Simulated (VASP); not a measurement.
# ZnS: single point with LDA

ZnS:

```
Zn S
1.0
     0.00000    2.68387    2.68387
     2.68387    0.00000    2.68387
     2.68387    2.68387    0.00000
Zn S
1 1
Direct
  0.75000 0.75000 0.75000
  0.00000 0.00000 0.00000
```

This cell differs from its parent crystal: volume scaled by 0.98.

| Item | Value |
| --- | --- |
| Program | VASP 6.6.1 |
| Task | single point |
| Functional | LDA |
| Potentials or basis | VASP PAW LDA potentials, release 64 (Zn, S) |
| Cutoff | 520 eV |
| k mesh | 9 × 9 × 9 |
| Occupations | fermi-dirac, width 0.05 eV |
| Spin | no spin polarisation |
| Dipole correction | no |
| Further INCAR settings | ALGO = Normal; EDIFF = 1e-06; NBANDS = 16 |

```
Pressure               : -2.9 GPa
Band gap on the k mesh : 1.98 eV, direct
```

Levels at points of the mesh, in eV from the valence-band top:
```tsv
k point	band 6	band 7	band 8	band 9	band 10	band 11	band 12	band 13
(0.00, 0.00, 0.00)	-6.07	0.00	0.00	0.00	1.98	6.24	6.24	6.24
```

Run time: 7.3 s on 1 thread of Intel(R) Xeon(R) 6975P-C (Granite Rapids), on a shared host, peak memory 0.14 GiB.
